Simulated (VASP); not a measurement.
Here is a VASP 6.6.1 calculation.

File INCAR:

```
PREC = Accurate
ENCUT = 520
EDIFF = 1E-7
ISMEAR = 0
SIGMA = 0.01
LREAL = Auto
LASPH = T
NELM = 100
ALGO = Normal
ISIF = 2
LWAVE = F
LCHARG = F
GGA = PE
IBRION = 2
NSW = 65
EDIFFG = -0.025
```

Contents of KPOINTS:

```
Automatic mesh
0
Gamma
  2 2 2
  0.5 0.5 0.5
```

POSCAR

```
B17P15
1.0
   -4.5481927936      4.5481927936     -4.5481927936
    4.5481927936     -4.5481927936     -4.5481927936
   -4.5481927936     -4.5481927936      4.5481927936
B P
17 15
Direct
    0.0000000000      0.2500000000      0.7500000000
    0.7500000000      0.2500000000      1.0000000000
    0.5000000000      0.2500000000      0.2500000000
    0.2500000000      0.0000000000      0.7500000000
    0.2500000000      0.2500000000      0.5000000000
    1.0000000000      1.0000000000      1.0000000000
    0.7500000000      0.0000000000      0.2500000000
    0.5000000000      0.7500000000      0.7500000000
    0.5000000000      0.0000000000      0.5000000000
    0.2500000000      0.7500000000      1.0000000000
    0.0000000000      0.7500000000      0.2500000000
    0.7500000000      0.5000000000      0.7500000000
    0.7500000000      0.7500000000      0.5000000000
    0.5000000000      0.5000000000      1.0000000000
    0.2500000000      0.5000000000      0.2500000000
    0.0000000000      0.5000000000      0.5000000000
    0.0000000000      0.5000000000      0.7500000000
    0.7500000000      0.5000000000      0.0000000000
    0.5000000000      0.5000000000      0.2500000000
    0.2500000000      0.2500000000      0.7500000000
    0.2500000000      0.5000000000      0.5000000000
    0.0000000000      0.2500000000      0.0000000000
    0.7500000000      0.2500000000      0.2500000000
    0.5000000000      0.0000000000      0.7500000000
    0.5000000000      0.2500000000      0.5000000000
    0.2500000000      0.0000000000      0.0000000000
    0.0000000000      0.0000000000      0.2500000000
    0.7500000000      0.7500000000      0.7500000000
    0.7500000000      0.0000000000      0.5000000000
    0.5000000000      0.7500000000      0.0000000000
    0.2500000000      0.7500000000      0.2500000000
    0.0000000000      0.7500000000      0.5000000000
```

Potentials or basis: VASP PAW PBE potentials, release 64 (B, P).

Command:

```sh
$ cat potpaw_PBE.64/B/POTCAR potpaw_PBE.64/P/POTCAR > POTCAR
$ mpirun -np 1 vasp_std > vasp.out
```

Predict the band gap on the k mesh.

zero (bands 63 and 64 overlap by 0.23 eV).

Predict the energy gained by relaxing.

8.6 meV/atom.

Forces on the atoms (eV/Å):
```
B   -0.005  0.005  0.005
B   -0.004 -0.004  0.023
B    0.023  0.004  0.004
B    0.004 -0.004 -0.023
B   -0.004  0.023 -0.004
B    0.004 -0.023 -0.004
B    0.004  0.023  0.004
B   -0.004  0.004 -0.023
B    0.004  0.004  0.023
B   -0.005 -0.005 -0.005
B   -0.004 -0.023  0.004
B    0.005 -0.005  0.005
B    0.023 -0.004 -0.004
B   -0.023  0.004 -0.004
B   -0.023 -0.004  0.004
B    0.005  0.005 -0.005
B    0.000  0.000  0.000
P   -0.007  0.005 -0.005
P    0.000  0.000  0.000
P    0.005 -0.005 -0.007
P   -0.007 -0.005  0.005
P    0.005 -0.007 -0.005
P   -0.005 -0.005  0.007
P    0.000  0.000  0.000
P   -0.005  0.007 -0.005
P    0.007  0.005  0.005
P    0.000  0.000  0.000
P   -0.005  0.005 -0.007
P    0.007 -0.005 -0.005
P    0.005  0.007  0.005
P    0.005  0.005  0.007
P   -0.005 -0.007  0.005
```

Caveat: the k points lie up to 0.49 Å⁻¹ apart.
